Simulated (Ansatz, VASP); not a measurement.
One calculation of Cl, two programs

The input INCAR:

```
SYSTEM = Cl
PREC = Accurate ; ENCUT = 520
EDIFF = 1E-8 ; ISMEAR = -1
SIGMA = 0.05 ; LREAL = .False.
LASPH = .True. ; NELM = 100
ALGO = Normal ; ISIF = 2
LWAVE = .False. ; LCHARG = .False.
GGA = PE ; LEFG = .True.
NBANDS = 22
```

Contents of KPOINTS:

```
Automatic mesh
0
Gamma
  9 9 4
  0 0 0
```

POSCAR

```
Cl
1.0
    3.2642055900     -2.0574717550      0.0000000000
    3.2642055900      2.0574717550      0.0000000000
    0.0000000000      0.0000000000      8.4023954700
Cl
4
Direct
    0.8854753100      0.1145246900      0.6047529900
    0.1145246900      0.8854753100      0.3952470100
    0.6145246900      0.3854753100      0.1047529900
    0.3854753100      0.6145246900      0.8952470100
```

Input for Ansatz:

```yaml
crystal:
  lattice:
    - [3.26420559, -2.057471755, 0.0]
    - [3.26420559, 2.057471755, 0.0]
    - [0.0, 0.0, 8.40239547]
  atoms:
    - { symbol: Cl, position: [0.88547531, 0.11452469, 0.60475299] }
    - { symbol: Cl, position: [0.11452469, 0.88547531, 0.39524701] }
    - { symbol: Cl, position: [0.61452469, 0.38547531, 0.10475299] }
    - { symbol: Cl, position: [0.38547531, 0.61452469, 0.89524701] }
kpoints:
  mp_grid: { grid: [9, 9, 4] }
scf:
  occupations: { method: fermi_dirac, width: 0.05 }
hamiltonian:
  xc: pbe
  pseudopotentials: { kind: paw }
output:
  forces: true
  stress: true
  populations: true
  efg:
    quadrupole_moments_barn: { Cl: -0.08112 }
    contact_densities: true
```

Alike in both runs: task electric field gradients; functional PBE; k mesh 9 × 9 × 4; occupations fermi-dirac, width 0.05 eV; no spin polarisation.

|  | VASP | Ansatz |
| --- | --- | --- |
| version | VASP 6.6.1 | Ansatz 0.2.0 |
| potentials or method | VASP PAW PBE potentials, release 64 (Cl) | plane-wave PAW, scalar-relativistic |
| plane-wave cutoff (eV) | 520 | 420 |
| valence electrons in the cell | 28 | 28 |

|  | VASP | Ansatz | Ansatz less VASP |
| --- | --- | --- | --- |
| gap on the k mesh at the Fermi level (eV) | 2.31 | 2.26 | -0.049 |
| pressure (GPa) | 1.3 | 1.7 | +0.41 |
| traceless stress, the component that is largest in VASP (GPa) | 0.25 | 0.73 | +0.479 |
| rms of the force components (eV/Å) | 0.153 | 0.270 | +0.1174 |
| size of Vzz on the site where it differs most (V/Å²) | 526.8 | 538.3 | +11.49 |

Atom by atom the forces differ by 0.118 eV/Å (rms over components). With one functional, cell and mesh, what is left measures potentials, basis and numerics.
